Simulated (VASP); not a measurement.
Here is a VASP 6.6.1 calculation.

File INCAR:

```
ALGO = Normal
EDIFF = 1E-6
ENCUT = 520
GGA = PS
GGA_COMPAT = False
ISIF = 2
ISMEAR = -1
LASPH = True
LCHARG = False
LREAL = False
LWAVE = False
NBANDS = 116
NELM = 120
PREC = Accurate
SIGMA = 0.05
```

KPOINTS

```
k-points
0
Gamma
  6 6 1
```

File POSCAR:

```
AlGa5N6
1.0
    2.2490600000     -2.2490600000      0.0000000000
    0.0000000000      2.2490600000     -2.2490600000
   17.8520180000     17.8520180000     17.8520180000
Ga N Al
10 12 2
Direct
    0.0000000000      0.0000000000      0.0000000000
    0.0000000000      0.0000000000      0.2519670000
    0.0000000000      0.0000000000      0.5039340000
    0.0000000000      0.0000000000      0.7559010000
    0.3333330000      0.6666670000      0.0839890000
    0.3333330000      0.6666670000      0.3359560000
    0.3333330000      0.6666670000      0.5879230000
    0.6666670000      0.3333330000      0.1679780000
    0.6666670000      0.3333330000      0.4199450000
    0.6666670000      0.3333330000      0.6719120000
    0.0000000000      0.0000000000      0.0629920000
    0.0000000000      0.0000000000      0.3149590000
    0.0000000000      0.0000000000      0.5669260000
    0.0000000000      0.0000000000      0.8188930000
    0.3333330000      0.6666670000      0.1469810000
    0.3333330000      0.6666670000      0.3989480000
    0.3333330000      0.6666670000      0.6509150000
    0.3333330000      0.6666670000      0.8999310000
    0.6666670000      0.3333330000      0.2309700000
    0.6666670000      0.3333330000      0.4829370000
    0.6666670000      0.3333330000      0.7349040000
    0.6666670000      0.3333330000      0.9799860000
    0.3333330000      0.6666670000      0.8398900000
    0.6666670000      0.3333330000      0.9199450000
```

Potentials or basis: VASP PAW PBE potentials, release 64 (Ga_d, N, Al).

Command:

```sh
$ cat potpaw_PBE.64/Ga_d/POTCAR potpaw_PBE.64/N/POTCAR potpaw_PBE.64/Al/POTCAR > POTCAR
$ mpirun -np 1 vasp_std > vasp.out
```

(1) Estimate the band gap on the k mesh.

(2) Predict the pressure.

(3) Predict the largest force.

Answers

(1) 1.79 eV.

(2) -1.1 GPa.

(3) 1.346 eV/Å.

Caveat: the PAW data sets were made with another functional, which shifts forces and pressure a little.
